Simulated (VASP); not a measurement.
# Al3GaN4 (R3m) in VASP: notebook, part 2 of 2

VASP 6.6.1.

### Step 3. Single point, PBEsol

Input file INCAR:

```
SYSTEM = Al3GaN4
ALGO = Normal
EDIFF = 1E-6
ENCUT = 520
GGA = PS
ISIF = 2
ISMEAR = 0
LASPH = .TRUE.
LCHARG = .FALSE.
LREAL = .FALSE.
LWAVE = .FALSE.
NBANDS = 31
NELM = 100
PREC = Accurate
SIGMA = 0.05
```

Input file KPOINTS:

```
k-points
0
G
  6 6 6
  0 0 0
```

Input file POSCAR:

```
Al3GaN4
1.0
    4.5393319947     -0.2423915143     -0.2423915143
   -0.2423915143      4.5393319947     -0.2423915143
   -0.2423915143     -0.2423915143      4.5393319947
Al Ga N
3 1 4
Direct
    0.5000000000      0.5000000000      0.0000000000
    0.5000000000      0.0000000000      0.5000000000
    0.0000000000      0.5000000000      0.5000000000
    0.0000000000      0.0000000000      0.0000000000
    0.7447140287      0.7447140287      0.2552859713
    0.7447140287      0.2552859713      0.7447140287
    0.2552859713      0.7447140287      0.7447140287
    0.2552859713      0.2552859713      0.2552859713
```

Potentials or basis: VASP PAW PBE potentials, release 64 (Al, Ga_d, N).

Run with:

```bash
cat potpaw_PBE.64/Al/POTCAR potpaw_PBE.64/Ga_d/POTCAR potpaw_PBE.64/N/POTCAR > POTCAR
mpirun -np 1 vasp_std > vasp.out
```

OUTCAR:

```text
SYSTEM = Al3GaN4
   EDIFF = 1E-6
   ENCUT = 520
   GGA = PS
   ISIF = 2
   ISMEAR = 0
   LASPH = .TRUE.
   LREAL = .FALSE.
   NELM = 100
   PREC = Accurate

 ion  position               nearest neighbor table
   1  0.500  0.500  0.000-   5 1.74   6 2.02   7 2.02   8 2.03   4 3.05   4 3.05   2 3.05   2 3.05
                             3 3.05   3 3.05
   2  0.500  0.000  0.500-   6 1.74   7 2.02   5 2.02   8 2.03   3 3.05   3 3.05   4 3.05   1 3.05
                             4 3.05   1 3.05
   3  0.000  0.500  0.500-   7 1.74   6 2.02   5 2.02   8 2.03   2 3.05   2 3.05   4 3.05   4 3.05
                             1 3.05   1 3.05
   4  0.000  0.000  0.000-   8 1.79   5 2.08   7 2.08   6 2.08   1 3.05   1 3.05   3 3.05   3 3.05
                             2 3.05   2 3.05
   5  0.745  0.745  0.255-   1 1.74   2 2.02   3 2.02   4 2.08
   6  0.745  0.255  0.745-   2 1.74   1 2.02   3 2.02   4 2.08
   7  0.255  0.745  0.745-   3 1.74   2 2.02   1 2.02   4 2.08
   8  0.255  0.255  0.255-   4 1.79   3 2.03   2 2.03   1 2.03

  LATTYP: Found a trigonal (rhomboedric) cell.
 ALAT       =     4.5522568305
 COS(alpha) =    -0.1033553587

  Lattice vectors:

 A1 = (   4.5393319947,  -0.2423915143,  -0.2423915143)
 A2 = (  -0.2423915143,   4.5393319947,  -0.2423915143)
 A3 = (  -0.2423915143,  -0.2423915143,   4.5393319947)

Analysis of symmetry for initial positions (statically):
=====================================================================
 Subroutine PRICEL returns:
 Original cell was already a primitive cell.

 Routine SETGRP: Setting up the symmetry group for a
 trigonal (rhombohedral) supercell.

 Subroutine GETGRP returns: Found  6 space group operations
 (whereof  6 operations were pure point group operations)
 out of a pool of 12 trial point group operations.

The static configuration has the point symmetry C_3v.

Analysis of symmetry for dynamics (positions and initial velocities):
=====================================================================
 Subroutine PRICEL returns:
[... 147 lines left out ...]
   LHFCALC =     F    Hartree Fock is set to
   AEXX    =    0.0000 exact exchange contribution
   IVDW    =     0    specifies the selected vdW correction
   LEPSILON=     F    determine dielectric tensor
   LRPA    =     F    only Hartree local field effects (RPA)
 non-spin polarized calculation
 Gauss-broadening in eV      SIGMA  =   0.05
  energy-cutoff  :      520.00
  volume of cell :       92.71
 maximum number of plane-waves:      2523
 NGX is ok and might be reduce to    36
   NGX = 17   NGY = 17   NGZ = 17

 number of electron      41.9999991 magnetization

 Free energy of the ion-electron system (eV)
  ---------------------------------------------------
  ext. energy  EPLUGINS =         0.00000000
  ---------------------------------------------------
  free energy    TOTEN  =       -57.67802487 eV

  energy without entropy =      -57.67802487  energy(sigma->0) =      -57.67802487

 E-fermi :   5.3785     XC(G=0): -10.9517

 val. band max:        5.1383104903   @ k =   0.0000   0.0000   0.0000
 cond. band min:       7.2590024230   @ k =   0.0000   0.0000   0.0000
 fundamental gap:      2.1206919326
 Fermi energy:         5.3784734475

 k-point     1 :       0.0000    0.0000    0.0000
  band No.  band energies     occupation
      1      -9.9023      2.00000
      2      -8.8408      2.00000
      3      -8.3087      2.00000
      4      -8.3087      2.00000
      5      -7.8859      2.00000
      6      -7.8859      2.00000
[... 805 lines left out ...]
     30      14.9312      0.00000
     31      15.2354      0.00000

 [... further k-points ...]

------------------------ aborting loop because EDIFF is reached ----------------------------------------

  FORCE on cell =-STRESS in cart. coord.  units (eV):
  Direction    XX          YY          ZZ          XY          YZ          ZX
  --------------------------------------------------------------------------------------
  -------------------------------------------------------------------------------------
  Total       -3.8054832     -3.8054832     -3.8054832     12.4609338     12.4609338     12.4609338
  in kB      -65.7671355    -65.7671355    -65.7671355    215.3523931    215.3523931    215.3523931
  external PRESSURE =     -65.7671355 kB  Pullay stress =       0.0000000 kB

 VOLUME and BASIS-vectors are now :
 -----------------------------------------------------------------------------
  energy-cutoff  :      520.00
  volume of cell :       92.71
      direct lattice vectors                 reciprocal lattice vectors
     4.539331995 -0.242391514 -0.242391514     0.221631930  0.012502314  0.012502314
    -0.242391514  4.539331995 -0.242391514     0.012502314  0.221631930  0.012502314
    -0.242391514 -0.242391514  4.539331995     0.012502314  0.012502314  0.221631930

 POSITION                                       TOTAL-FORCE (eV/Angst)
 -----------------------------------------------------------------------------------
      2.14847      2.14847     -0.24239        -1.288104     -1.288104     -1.506561
      2.14847     -0.24239      2.14847        -1.288104     -1.506561     -1.288104
     -0.24239      2.14847      2.14847        -1.506561     -1.288104     -1.288104
      0.00000      0.00000      0.00000        -1.319367     -1.319367     -1.319367
      3.13811      3.13811      0.79780         1.333703      1.333703      1.521361
      3.13811      0.79780      3.13811         1.333703      1.521361      1.333703
      0.79780      3.13811      3.13811         1.521361      1.333703      1.333703
      1.03507      1.03507      1.03507         1.213369      1.213369      1.213369
 -----------------------------------------------------------------------------------
    total drift:                               -0.000194     -0.000194     -0.000194

  FREE ENERGIE OF THE ION-ELECTRON SYSTEM (eV)
  ---------------------------------------------------
  free  energy   TOTEN  =       -57.6780248733 eV

  energy  without entropy=      -57.6780248733  energy(sigma->0) =      -57.67802487
```

OSZICAR:

```text
N       E                     dE             d eps       ncg     rms          rms(c)
DAV:   1     0.317840208264E+03    0.31784E+03   -0.19193E+04  2230   0.162E+03
DAV:   2    -0.178362078668E+02   -0.33568E+03   -0.31076E+03  2311   0.450E+02
DAV:   3    -0.644879078917E+02   -0.46652E+02   -0.45896E+02  2280   0.128E+02
DAV:   4    -0.665179903920E+02   -0.20301E+01   -0.20211E+01  2659   0.302E+01
DAV:   5    -0.665647094883E+02   -0.46719E-01   -0.46698E-01  2373   0.427E+00    0.161E+01
DAV:   6    -0.577246482428E+02    0.88401E+01   -0.28339E+01  3164   0.509E+01    0.564E+00
DAV:   7    -0.577843492474E+02   -0.59701E-01   -0.25899E+00  2349   0.103E+01    0.400E+00
DAV:   8    -0.577013387801E+02    0.83010E-01   -0.45512E-01  2574   0.486E+00    0.920E-01
DAV:   9    -0.576777173708E+02    0.23621E-01   -0.87552E-02  2843   0.350E+00    0.553E-01
DAV:  10    -0.576778781779E+02   -0.16081E-03   -0.17426E-02  2483   0.702E-01    0.229E-01
DAV:  11    -0.576780229443E+02   -0.14477E-03   -0.10172E-03  2786   0.255E-01    0.456E-02
DAV:  12    -0.576780261088E+02   -0.31646E-05   -0.11796E-04  2476   0.831E-02    0.228E-02
DAV:  13    -0.576780257478E+02    0.36108E-06   -0.51422E-05  2889   0.421E-02    0.116E-02
DAV:  14    -0.576780248733E+02    0.87446E-06   -0.91770E-06  2685   0.264E-02
   1 F= -.57678025E+02 E0= -.57678025E+02  d E =-.124797E-13
```

It took 3.1 min on 1 thread of AMD EPYC 7R13, shared host; peak memory 0.22 GiB.

What came out:

```
Free energy            : -57.6780 eV
Pressure               : -6.6 GPa
Largest force          : 2.423 eV/Å
Band gap on the k mesh : 2.12 eV
```

Forces on the atoms (eV/Å):
```
Al  -1.288 -1.288 -1.507
Al  -1.288 -1.507 -1.288
Al  -1.507 -1.288 -1.288
Ga  -1.319 -1.319 -1.319
N    1.334  1.334  1.521
N    1.334  1.521  1.334
N    1.521  1.334  1.334
N    1.213  1.213  1.213
```

Stress tensor (GPa, compression positive):
```
-6.58 21.54 21.54
21.54 -6.58 21.54
21.54 21.54 -6.58
```

Caveat: the cell stands under tension; the PAW data sets were made with another functional, which shifts forces and pressure a little.

### Step 4. Single point, PBEsol

This run uses another cell than the first one, of 11.68 Å³/atom.

Input file INCAR:

```
ALGO     = Normal         # electronic algorithm
EDIFF    = 1E-7           # SCF threshold, eV
ENCUT    = 520            # plane-wave cutoff, eV
GGA      = PS             # functional
ISIF     = 2              # what is computed and relaxed
ISMEAR   = 0              # smearing method
LASPH    = True           # aspherical terms in the spheres
LCHARG   = True           # write CHGCAR
LELF     = True           # ELF
LREAL    = False          # projectors in reciprocal space
LVHAR    = True         
LWAVE    = False          # write WAVECAR
NBANDS   = 31             # bands
NELM     = 60             # most SCF steps
PREC     = Accurate       # precision mode
SIGMA    = 0.05           # smearing width, eV
```

Input file KPOINTS:

```
k-points
0
Gamma
  6 6 6
```

Edit POSCAR of step 3 so:

```diff
@@ -2,5 +2,5 @@
 1.0
-    4.5393319947     -0.2423915143     -0.2423915143
-   -0.2423915143      4.5393319947     -0.2423915143
-   -0.2423915143     -0.2423915143      4.5393319947
+    4.5393319947     -0.0808706234     -0.0808706234
+   -0.0808706234      4.5393319947     -0.0808706234
+   -0.0808706234     -0.0808706234      4.5393319947
 Al Ga N
```

Run with:

```bash
cat potpaw_PBE.64/Al/POTCAR potpaw_PBE.64/Ga_d/POTCAR potpaw_PBE.64/N/POTCAR > POTCAR
mpirun -np 1 vasp_std > vasp.out
```

Wall time 3.1 min (1 thread of AMD EPYC 7R13, shared host); peak memory 0.22 GiB.

The run converged. Its results:

```
Free energy            : -59.3763 eV
Pressure               : -13.9 GPa
Largest force          : 0.436 eV/Å
Band gap on the k mesh : 2.56 eV
```

Forces in eV/Å, atoms in the order of the input:
```
Al  -0.223 -0.223 -0.271
Al  -0.223 -0.271 -0.223
Al  -0.271 -0.223 -0.223
Ga  -0.233 -0.233 -0.233
N    0.235  0.235  0.281
N    0.235  0.281  0.235
N    0.281  0.235  0.235
N    0.197  0.197  0.197
```

Stress tensor (GPa, compression positive):
```
-13.93   6.22   6.22
  6.22 -13.93   6.22
  6.22   6.22 -13.93
```

Levels at points of the mesh, in eV from the valence-band top:
| k point | band 18 | band 19 | band 20 | band 21 | band 22 | band 23 | band 24 | band 25 |
| --- | --- | --- | --- | --- | --- | --- | --- | --- |
| (0.00, 0.00, 0.00) | -1.76 | -0.19 | -0.19 | 0.00 | 2.56 | 3.08 | 3.08 | 3.14 |
| (0.50, 0.00, 0.00) | -1.39 | -1.17 | -1.09 | -0.87 | 4.92 | 4.97 | 5.66 | 5.70 |
| (0.50, 0.50, 0.00) | -0.93 | -0.73 | -0.63 | -0.54 | 6.25 | 6.93 | 6.99 | 7.14 |
| (0.50, 0.50, 0.50) | -0.65 | -0.50 | -0.50 | -0.40 | 4.54 | 5.85 | 6.17 | 6.17 |

Caveat: the cell stands under tension; the PAW data sets were made with another functional, which shifts forces and pressure a little.

### Step 5. Single point, PBEsol

This run uses another cell than the first one, of 11.68 Å³/atom.

Input file INCAR:

```
PREC = Accurate
ENCUT = 520
EDIFF = 1E-6
ISMEAR = 0
SIGMA = 0.05
LREAL = False
LASPH = True
NELM = 80
ALGO = Normal
ISIF = 2
LWAVE = False
LCHARG = False
GGA = PS
NBANDS = 31
```

Input file KPOINTS:

```
regular mesh
0
Gamma
  6 6 6
```

Edit POSCAR of step 4 so:

```diff
@@ -2,5 +2,5 @@
 1.0
-    4.5393319947     -0.0808706234     -0.0808706234
-   -0.0808706234      4.5393319947     -0.0808706234
-   -0.0808706234     -0.0808706234      4.5393319947
+    4.5393319947      0.0808706234      0.0808706234
+    0.0808706234      4.5393319947      0.0808706234
+    0.0808706234      0.0808706234      4.5393319947
 Al Ga N
```

Potentials or basis: VASP PAW PBE potentials, release 64 (Al, Ga_d, N).

Run with:

```bash
cat potpaw_PBE.64/Al/POTCAR potpaw_PBE.64/Ga_d/POTCAR potpaw_PBE.64/N/POTCAR > POTCAR
mpirun -np 1 vasp_std > vasp.out
```

OUTCAR:

```text
PREC = Accurate
   ENCUT = 520
   EDIFF = 1E-6
   ISMEAR = 0
   LREAL = False
   LASPH = True
   NELM = 80
   ISIF = 2
   GGA = PS

 ion  position               nearest neighbor table
   1  0.500  0.500  0.000-   8 1.93   7 1.93   6 1.93   5 2.02   2 3.15   3 3.15   2 3.15   3 3.15
                             2 3.27   2 3.27   3 3.27   3 3.27
   2  0.500  0.000  0.500-   8 1.93   7 1.93   5 1.93   6 2.02   1 3.15   1 3.15   3 3.15   3 3.15
[... 1037 lines left out ...]
  Total       -8.1782115     -8.1782115     -8.1782115     -3.2691932     -3.2691932     -3.2691932
  in kB     -140.2173931   -140.2173931   -140.2173931    -56.0511001    -56.0511001    -56.0511001
  external PRESSURE =    -140.2173931 kB  Pullay stress =       0.0000000 kB

 VOLUME and BASIS-vectors are now :
 -----------------------------------------------------------------------------
  energy-cutoff  :      520.00
  volume of cell :       93.45
      direct lattice vectors                 reciprocal lattice vectors
     4.539331995  0.080870623  0.080870623     0.220434211 -0.003858413 -0.003858413
     0.080870623  4.539331995  0.080870623    -0.003858413  0.220434211 -0.003858413
     0.080870623  0.080870623  4.539331995    -0.003858413 -0.003858413  0.220434211

 POSITION                                       TOTAL-FORCE (eV/Angst)
 -----------------------------------------------------------------------------------
      2.31010      2.31010      0.08087         0.094028      0.094028      0.122819
      2.31010      0.08087      2.31010         0.094028      0.122819      0.094028
      0.08087      2.31010      2.31010         0.122819      0.094028      0.094028
      0.00000      0.00000      0.00000         0.100112      0.100112      0.100112
      3.46137      3.46137      1.27928        -0.104997     -0.104997     -0.136251
      3.46137      1.27928      3.46137        -0.104997     -0.136251     -0.104997
      1.27928      3.46137      3.46137        -0.136251     -0.104997     -0.104997
      1.20012      1.20012      1.20012        -0.064740     -0.064740     -0.064740
 -----------------------------------------------------------------------------------
    total drift:                                0.000111      0.000111      0.000111

  FREE ENERGIE OF THE ION-ELECTRON SYSTEM (eV)
  ---------------------------------------------------
  free  energy   TOTEN  =       -59.3931350220 eV

  energy  without entropy=      -59.3931350220  energy(sigma->0) =      -59.39313502
```

Wall time 2.7 min (1 thread of AMD EPYC 7R13, shared host); peak memory 0.22 GiB.

Results:

| Item | Value |
| --- | --- |
| Free energy | -59.3931 eV |
| Pressure | -14.0 GPa |
| Largest force | 0.202 eV/Å |
| Band gap on the k mesh | 2.59 eV |

Forces in eV/Å, atoms in the order of the input:
```
Al   0.094  0.094  0.123
Al   0.094  0.123  0.094
Al   0.123  0.094  0.094
Ga   0.100  0.100  0.100
N   -0.105 -0.105 -0.136
N   -0.105 -0.136 -0.105
N   -0.136 -0.105 -0.105
N   -0.065 -0.065 -0.065
```

Caveat: the cell stands under tension; the PAW data sets were made with another functional, which shifts forces and pressure a little.

### Step 6. The runs side by side

```tsv
cell	gap on the mesh (eV)	pressure (GPa)	largest force (eV/Å)
a = 4.552 Å, angles 83.7°, 8 atoms	1.82	-8.5	0.17
a = 4.552 Å, angles 95.9°, 8 atoms	2.12	-6.6	2.42
a = 4.541 Å, angles 92.0°, 8 atoms	2.56	-13.9	0.44
a = 4.541 Å, angles 87.9°, 8 atoms	2.59	-14.0	0.20
```

Alike in all rows: task single point; level PBEsol; potentials or basis VASP PAW PBE potentials, release 64 (Al, Ga_d, N); no spin polarisation; k mesh 6 × 6 × 6; cutoff (eV) 520; smearing gaussian 0.05 eV.

Caveats: the cell stands under tension; the PAW data sets were made with another functional, which shifts forces and pressure a little.

Total energies depend on the potentials used, so only differences within one code and one set of settings carry meaning.
